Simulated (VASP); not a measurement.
Runs of VASP 6.6.1 on MgSiN. The structure is that of space group P4/nmm (No. 129), or close to it. The cells are those of the table. 

| task | cell | k mesh | cutoff (eV) | gap on the mesh (eV) | pressure (GPa) | largest force (eV/Å) |
| --- | --- | --- | --- | --- | --- | --- |
| single point | a = 3.486, b = 3.486, c = 5.847 Å, 6 atoms | 6 × 6 × 4 | 520 | none | (b) | 1.07 |
| single point | a = 3.425, b = 3.425, c = 7.617 Å, 6 atoms | 12 × 12 × 6 | 520 | none | -0.2 | - |
| relaxation of cell and atoms | relaxed from a = 3.486, b = 3.486, c = 5.847 Å, 6 atoms | 6 × 6 × 4 | 600 | none | 0.0 | 0.02 |
| single point | a = 3.435, b = 3.435, c = 7.657 Å, 6 atoms | 6 × 6 × 4 | 520 | none | (a) | 0.03 |

Alike in all rows: level PBE; potentials or basis VASP PAW PBE potentials, release 64 (Mg, Si, N); no spin polarisation; smearing gaussian 0.1 eV.

Question: Estimate the missing entries.

Answer: (a) -0.1; (b) 18.3.

Caveats: forces of over 1 eV/Å act on the atoms, so gaps and moduli don't describe the material at rest (some runs).

A gap of «none» marks levels without a gap at the run's occupations.
